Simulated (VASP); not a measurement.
Crystal: TiCo.

```
Ti Co
1.0
     2.98611    0.00000    0.00000
     0.00000    2.98611    0.00000
     0.00000    0.00000    2.98611
Ti Co
1 1
Direct
  0.00000 0.00000 0.00000
  0.50000 0.50000 0.50000
```

Base run:

```yaml
Program: VASP 6.6.1
Functional: PBE
Potentials_or_basis: VASP PAW PBE potentials, release 64 (Ti_sv, Co)
Cutoff: 520 eV
k_mesh: 13 × 13 × 13
Occupations: fermi-dirac, width 0.03 eV
Spin: collinear spin, ferromagnetic start
Starting_moments: "[0.0, 0.22] μB"
Fixed_moment: 0.22 μB
```

Its results: pressure -2.6 GPa; site moments Ti -0.07; Co +0.33 μB.

The run is repeated on the same cell with these changes: fixed moment from 0.22 μB to 1.06 μB; moments at the start from [0.0, 0.22] to [0.0, 1.06]. What comes out?

Pressure -0.3 GPa; site moments Ti +0.07; Co +1.01 μB.

Caveats: the total moment is fixed, so each spin has its own Fermi level and the state may be an excited one.
